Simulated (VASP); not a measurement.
A run of VASP 6.6.1 is set up as follows.

The input INCAR:

```
SYSTEM = YMn3
PREC = Accurate
ENCUT = 520
EDIFF = 1E-6
ISMEAR = 0
SIGMA = 0.05
LREAL = .FALSE.
LASPH = .TRUE.
NELM = 150
ALGO = Normal
ISIF = 2
LWAVE = .FALSE.
LCHARG = .TRUE.
ISPIN = 2
MAGMOM = 0 3.65 3.65 3.65
LORBIT = 11
LMAXMIX = 4
GGA = PE
LELF = .TRUE.
LVHAR = .TRUE.
NBANDS = 37
```

KPOINTS

```
regular mesh
0
G
  8 8 8
  0 0 0
```

POSCAR

```
YMn3
1.0
    4.1341120424      0.0000000000      0.0000000000
    0.0000000000      4.1341120424      0.0000000000
    0.0000000000      0.0000000000      4.1341120424
Y Mn
1 3
Direct
    0.0000000000      0.0000000000      0.0000000000
    0.0000000000      0.5000000000      0.5000000000
    0.5000000000      0.5000000000      0.0000000000
    0.5000000000      0.0000000000      0.5000000000
```

Potentials or basis: VASP PAW PBE potentials, release 64 (Y_sv, Mn_pv).

Launch:

```console
$ cat potpaw_PBE.64/Y_sv/POTCAR potpaw_PBE.64/Mn_pv/POTCAR > POTCAR
$ mpirun -np 1 vasp_std > vasp.out
```

(1) Estimate the net moment.

(2) Estimate the pressure.

(3) Estimate the site moments.

## Answers

(1) 9.87 μB per cell.

(2) -1.7 GPa.

(3) Y -0.24; Mn +3.28 μB.
